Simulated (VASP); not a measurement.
Input of a VASP 6.6.1 run:

INCAR

```
PREC = Accurate
ENCUT = 500
EDIFF = 1E-6
ISMEAR = 0
SIGMA = 0.01
LREAL = F
LASPH = T
NELM = 120
ALGO = Normal
ISIF = 2
LWAVE = F
LCHARG = F
NBANDS = 28
GGA_COMPAT = F
```

KPOINTS

```
regular mesh
0
Gamma
  4 4 2
```

Contents of POSCAR:

```
PbSe
1.0
    4.4148900000      0.0000000000      0.0000000000
   -0.0103110000      4.4148780000      0.0000000000
   -2.2022890000     -2.2074390000     12.0007990000
Pb Se
2 2
Direct
    0.8001900000      0.8145460000      0.6176240000
    0.1926960000      0.1931600000      0.3815570000
    0.3001050000      0.3157340000      0.6220350000
    0.6768540000      0.7126680000      0.3768060000
```

Potentials or basis: VASP PAW LDA potentials, release 64 (Pb_d, Se).

Command:

```sh
$ cat potpaw_LDA.64/Pb_d/POTCAR potpaw_LDA.64/Se/POTCAR > POTCAR
$ mpirun -np 1 vasp_std > vasp.out
```

Question: Predict the largest force.

Answer: 0.590 eV/Å.

Question: Estimate the band gap on the k mesh.

Answer: 1.46 eV.

Forces on the atoms (eV/Å):
```
Pb   0.021 -0.004 -0.589
Pb   0.004 -0.027  0.569
Se  -0.007  0.079 -0.533
Se  -0.017 -0.048  0.553
```

Caveat: spin-orbit coupling is left out, which moves the levels of the heavy elements.
